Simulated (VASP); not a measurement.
Here is a VASP 6.6.1 calculation.

Contents of POSCAR:

```
GaAs
1.0
    0.0000000000      2.8976292420      2.8976292420
    2.8976292420      0.0000000000      2.8976292420
    2.8976292420      2.8976292420      0.0000000000
Ga As
1 1
Direct
    0.0000000000      0.0000000000      0.0000000000
    0.2500000000      0.2500000000      0.2500000000
```

File INCAR.step1:

```
SYSTEM = GaAs
  PREC = Accurate
  ENCUT = 600
  ISMEAR = -1
  SIGMA = 0.08
  LREAL = .False.
  LASPH = .True.
  NELM = 60
  GGA = PE
  ALGO = Normal
  EDIFF = 1E-4
  LWAVE = .True.
  LCHARG = .False.
```

File INCAR.step2:

```
SYSTEM = GaAs
  PREC = Accurate
  ENCUT = 600
  EDIFF = 1E-7
  ISMEAR = -1
  SIGMA = 0.08
  LREAL = .False.
  LASPH = .True.
  NELM = 60
  ALGO = Normal
  ISIF = 3
  LWAVE = .False.
  LCHARG = .False.
  METAGGA = R2SCAN
  LMIXTAU = .True.
  IBRION = 2
  NSW = 60
  EDIFFG = -0.005
  ISTART = 1
```

KPOINTS

```
Automatic mesh
0
Gamma
  11 11 11
  0 0 0
```

Potentials or basis: VASP PAW PBE potentials, release 64 (Ga_d, As).

Run with:

```console
$ cat potpaw_PBE.64/Ga_d/POTCAR potpaw_PBE.64/As/POTCAR > POTCAR
$ cp INCAR.step1 INCAR
$ mpirun -np 1 vasp_std > vasp.out
$ cp INCAR.step2 INCAR
$ mpirun -np 1 vasp_std > vasp.out
```

(1) Predict the space group after relaxing (to 0.1 Å).

(2) What does it give for the relaxed volume?

(3) What does it give for the band gap on the k mesh?

Results:

(1) F-43m (No. 216).

(2) 22.75 Å³/atom.

(3) 0.94 eV.

Caveat: the PAW data sets were made with another functional, which shifts forces and pressure a little; an odd mesh through Γ misses points on the zone boundary, where band edges can lie.
